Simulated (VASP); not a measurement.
TiO2:

```
Ti O
1.0
     4.56897    0.00000    0.00000
     0.00000    4.56897    0.00000
     0.00000    0.00000    2.93935
Ti O
2 4
Direct
  0.00000 0.00000 0.50000
  0.50000 0.50000 0.00000
  0.30432 0.30432 0.50000
  0.19568 0.80432 0.00000
  0.80432 0.19568 0.00000
  0.69568 0.69568 0.50000
```

Base run:

```yaml
Program: VASP 6.6.1
Functional: revPBE
Dispersion: D3(BJ)
Potentials_or_basis: VASP PAW PBE potentials, release 64 (Ti_sv, O)
Cutoff: 520 eV
k_mesh: 6 × 6 × 9
Occupations: fermi-dirac, width 0.05 eV
Spin: no spin polarisation
```

Its results: band gap on the k mesh 1.92 eV, direct; pressure 5.7 GPa; largest force 0.154 eV/Å.

The run is repeated on the same cell with these changes: functional from revPBE to BLYP; further incar settings from ALGO = Normal; EDIFF = 1e-06; NBANDS = 33 to ALGO = Normal; EDIFF = 1e-07; NBANDS = 33. What comes out?

Band gap on the k mesh 1.88 eV, direct; pressure 7.4 GPa; largest force 0.214 eV/Å.

Caveats: the PAW data sets were made with another functional, which shifts forces and pressure a little.

A k mesh can miss the band edges.
